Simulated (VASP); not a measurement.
Input of a VASP 6.6.1 run:

Contents of INCAR:

```
PREC = Accurate
ENCUT = 600
EDIFF = 1E-6
ISMEAR = 0
SIGMA = 0.1
LREAL = False
LASPH = True
NELM = 200
ALGO = Normal
ISIF = 2
LWAVE = False
LCHARG = False
GGA = PE
NBANDS = 25
GGA_COMPAT = False
LMAXMIX = 6
```

File KPOINTS:

```
Automatic mesh
0
Gamma
  4 4 4
```

File POSCAR:

```
Tm3F
1.0
    4.3295108400      0.0000000000      0.0000000000
    0.0000000000      4.3295108400      0.0000000000
    0.0000000000      0.0000000000      4.2025027000
Tm F
3 1
Direct
    0.5000000000      0.5000000000      0.0000000000
    0.5000000000      0.0000000000      0.5000000000
    0.0000000000      0.5000000000      0.5000000000
    0.0000000000      0.0000000000      0.0000000000
```

Potentials or basis: VASP PAW PBE potentials, release 64 (Tm_3, F), 4f in core.

The run is started by

```sh
$ cat potpaw_PBE.64/Tm_3/POTCAR potpaw_PBE.64/F/POTCAR > POTCAR
$ mpirun -np 1 vasp_std > vasp.out
```

**Question.** Estimate the pressure.

**Answer.** 17.4 GPa.

**Question.** What does it give for the band gap on the k mesh?

**Answer.** Zero (bands 17 and 18 overlap by 1.90 eV).

Stress tensor (GPa, compression positive):
```
17.68  0.00  0.00
 0.00 17.68  0.00
 0.00  0.00 16.69
```

Caveat: the k points lie up to 0.37 Å⁻¹ apart, too coarse for converged energies and pressures of a metal; spin-orbit coupling is left out, which moves the levels of the heavy elements; the 4f electrons are frozen in the core, so they carry no moment and show no levels; the run has no spin polarisation, though such a crystal can be magnetic. Spin polarisation is off, so any magnetic state and its effect on volume and gap are missing.
